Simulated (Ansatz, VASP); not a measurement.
**One calculation of InP, two programs**

```
In P
1.0
     0.00000    2.88355    2.85500
     2.88355    0.00000    2.85500
     2.88355    2.88355    0.00000
In P
1 1
Direct
  0.00000 0.00000 0.00000
  0.50000 0.50000 0.50000
```

Change from the starting cell: equal xx and yy strain of +1 %.

Alike in both runs: task single point; functional PBEsol; k mesh 11 × 11 × 11; occupations fermi-dirac, width 0.03 eV; no spin polarisation.

```csv
,VASP,Ansatz
version,VASP 6.6.1,Ansatz 0.2.0
potentials or method,"VASP PAW PBE potentials, release 64 (In_d, P), cutoff 520 eV","all-electron LAPW, scalar-relativistic"
```

|  | VASP | Ansatz | Ansatz less VASP |
| --- | --- | --- | --- |
| pressure (GPa) | -9.0 | -9.0 | 0.00 |
| traceless stress, the component that is largest in VASP (GPa) | 0.46 | 0.46 | -0.001 |

VASP's potentials were made for PBE, not for PBEsol. Ansatz ran all-electron here, and VASP with PAW potentials.
